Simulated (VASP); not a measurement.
## In: single point with PBE

Crystal: In.

```
In
1.0
     1.65294    0.95433    8.20746
    -1.65294    0.95433    8.20746
     0.00000   -1.90865    8.20746
In
3
Direct
  0.00000 0.00000 0.00000
  0.77801 0.77801 0.77801
  0.22199 0.22199 0.22199
```

This cell differs from its parent crystal: equal xx and yy strain of -1 %.

```json
{"Program": "VASP 6.6.1", "Task": "single point", "Functional": "PBE", "Potentials or basis": "VASP PAW PBE potentials, release 64 (In_d)", "Cutoff": "520 eV", "k mesh": "14 × 14 × 14", "Occupations": "fermi-dirac, width 0.05 eV", "Spin": "no spin polarisation"}
```

| Quantity | Value |
| --- | --- |
| Pressure | 2.6 GPa |
| Largest force | 0.023 eV/Å |
| Band gap on the k mesh | zero (an odd number of electrons rules out a gap without spin polarisation) |

Forces on the atoms (eV/Å):
```
In   0.000  0.000  0.000
In   0.000  0.000 -0.023
In   0.000  0.000  0.023
```

Stress tensor (GPa, compression positive):
```
2.48 0.00 0.00
0.00 2.48 0.00
0.00 0.00 2.77
```

Levels at points of the mesh, in eV from the Fermi level:
```tsv
k point	band 16	band 17	band 18	band 19	band 20	band 21	band 22	band 23
(0.00, 0.00, 0.00)	-9.65	-7.20	-7.17	0.35	0.37	9.00	9.00	9.08
(0.50, 0.00, 0.00)	-4.78	-4.22	-3.00	-2.82	-1.22	-1.10	3.25	4.06
(0.50, 0.50, 0.00)	-4.53	-4.27	-3.51	-3.13	-0.48	-0.33	1.84	3.31
(0.50, 0.50, 0.50)	-9.06	-9.03	-4.51	-3.50	5.65	5.69	8.58	8.58
```

Run time: 75 min on 1 thread of Intel Xeon 8259CL (shared host), peak memory 0.8 GiB.

Caveat: the cell differs from its parent crystal (equal xx and yy strain of -1 %); spin-orbit coupling is left out, which moves the levels of the heavy elements.
